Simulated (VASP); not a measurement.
Runs of VASP 6.6.1 on HfTa. The structure is orthorhombic, space group Cmmm (No. 65). Conventional cell: a = 3.425 Å, b = 4.799 Å, c = 4.848 Å, α = 90.00°, β = 90.00°, γ = 90.00°. Ta (site symmetry mmm) has 6 Ta at 2.95 to 3.43 Å and 8 Hf at 2.97 to 3.41 Å within 3.9 Å. Within 3.9 Å of Hf (site symmetry mmm) lie 6 Hf at 2.95 to 3.43 Å and 8 Ta at 2.97 to 3.41 Å. 

| level | potentials or basis | gap on the mesh (eV) | pressure (GPa) |
| --- | --- | --- | --- |
| RPBE | VASP PAW PBE potentials, release 64 (Ta_pv, Hf_pv) | none | (a) |
| BLYP | VASP PAW PBE potentials, release 64 (Ta_pv, Hf_pv) | none | 5.1 |
| PBEsol | VASP PAW PBE potentials, release 64 (Ta_pv, Hf_pv) | none | -5.3 |
| revPBE | VASP PAW PBE potentials, release 64 (Ta_pv, Hf_pv) | none | 2.7 |
| r2SCAN | VASP PAW PBE potentials, release 64 (Ta_pv, Hf_pv) | none | -0.7 |
| PBE | VASP PAW PBE potentials, release 64 (Ta_pv, Hf_pv) | none | (b) |
| LDA | VASP PAW LDA potentials, release 64 (Ta_pv, Hf_pv) | none | -9.5 |

Alike in all rows: task single point; no spin polarisation; cell as given; k mesh 6 × 6 × 3; cutoff (eV) 520; smearing fermi-dirac 0.05 eV.

Problem. Estimate the missing entries.

Solution. (a) 3.6; (b) 0.4.

Caveats: all runs use coarse meshes; spin-orbit coupling is left out, which moves the levels of the heavy elements; the PAW data sets were made with another functional, which shifts forces and pressure a little (some runs).

A k mesh can miss the band edges, and the runs leave out spin-orbit coupling on Hf, Ta.

A gap of «none» marks levels without a gap at the run's occupations.
